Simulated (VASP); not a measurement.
## NaF: single point with HSE06

NaF:

```
CELL_PARAMETERS angstrom
0.00000 2.29717 2.29717
2.29717 0.00000 2.29717
2.29717 2.29717 0.00000
ATOMIC_POSITIONS crystal
Na 0.00000 0.00000 0.00000
F 0.50000 0.50000 0.50000
```

```yaml
Program: VASP 6.6.1
Task: single point
Functional: HSE06
Potentials_or_basis: VASP PAW PBE potentials, release 64 (Na_pv, F)
Cutoff: 520 eV
k_mesh: 4 × 4 × 4
Occupations: gaussian, width 0.01 eV
Spin: no spin polarisation
```

```
Pressure               : 1.6 GPa
Band gap on the k mesh : 8.61 eV, direct
```

Levels at points of the mesh, in eV from the valence-band top:
| k point | band 4 | band 5 | band 6 | band 7 | band 8 | band 9 | band 10 | band 11 |
| --- | --- | --- | --- | --- | --- | --- | --- | --- |
| (0.00, 0.00, 0.00) | -20.29 | 0.00 | 0.00 | 0.00 | 8.61 | 21.56 | 21.56 | 21.56 |
| (0.50, 0.00, 0.00) | -19.56 | -1.68 | -0.28 | -0.28 | 13.17 | 15.07 | 22.85 | 22.85 |
| (0.50, 0.50, 0.00) | -20.34 | -1.36 | -0.44 | -0.44 | 15.59 | 15.74 | 16.25 | 22.73 |

Wall time 2.6 min on 1 thread of AMD EPYC 7R43 64-Core Processor (Zen 3) (shared host), peak memory 0.2 GiB.

Caveat: the k points lie up to 0.59 Å⁻¹ apart; the PAW data sets were made with another functional, which shifts forces and pressure a little.
